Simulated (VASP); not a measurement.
# CdF2: single point with LDA

CdF2:

```
Cd F
1.0
     0.05388    2.72094    2.72094
     2.72094    0.05388    2.72094
     2.72094    2.72094    0.05388
Cd F
1 2
Direct
  0.00000 0.00000 0.00000
  0.25000 0.25000 0.25000
  0.75000 0.75000 0.75000
```

This cell differs from its parent crystal: equal xy, yz and zx shear strains of +2 %.

| Property | Result |
| --- | --- |
| Program | VASP 6.6.1 |
| Task | single point |
| Functional | LDA |
| Potentials or basis | VASP PAW LDA potentials, release 64 (Cd, F) |
| Cutoff | 520 eV |
| k mesh | 8 × 8 × 8 |
| Occupations | fermi-dirac, width 0.02 eV |
| Spin | no spin polarisation |
| Dipole correction | no |
| Further INCAR settings | ALGO = Normal; EDIFF = 1e-06; NBANDS = 20 |

```yaml
Pressure: -4.6 GPa
Largest_force: 0.046 eV/Å
Band_gap_on_the_k_mesh: 2.80 eV (least direct gap 3.24 eV)
```

Forces on the atoms (eV/Å):
```
Cd   0.000  0.000  0.000
F   -0.027 -0.027 -0.027
F    0.027  0.027  0.027
```

Stress tensor (GPa, compression positive):
```
-4.58 -0.45 -0.45
-0.45 -4.58 -0.45
-0.45 -0.45 -4.58
```

Levels at points of the mesh, in eV from the valence-band top:
```csv
k point,band 10,band 11,band 12,band 13,band 14,band 15,band 16,band 17
"(0.00, 0.00, 0.00)",-0.94,-0.58,-0.43,-0.43,2.80,11.93,12.51,12.51
"(0.50, 0.00, 0.00)",-1.93,-1.89,-0.44,-0.37,7.00,8.84,13.89,14.30
"(0.50, 0.50, 0.00)",-3.02,-0.52,-0.12,-0.06,7.76,9.34,11.46,13.75
"(0.50, 0.50, 0.50)",-1.88,-1.88,-0.32,-0.32,6.82,8.66,14.29,14.29
```

Wall time 86 s on 1 thread of Intel Xeon 8259CL, on a shared host, peak memory 0.18 GiB.

Caveat: the cell differs from its parent crystal (equal xy, yz and zx shear strains of +2 %); the cell stands under tension. A k mesh can miss the band edges.
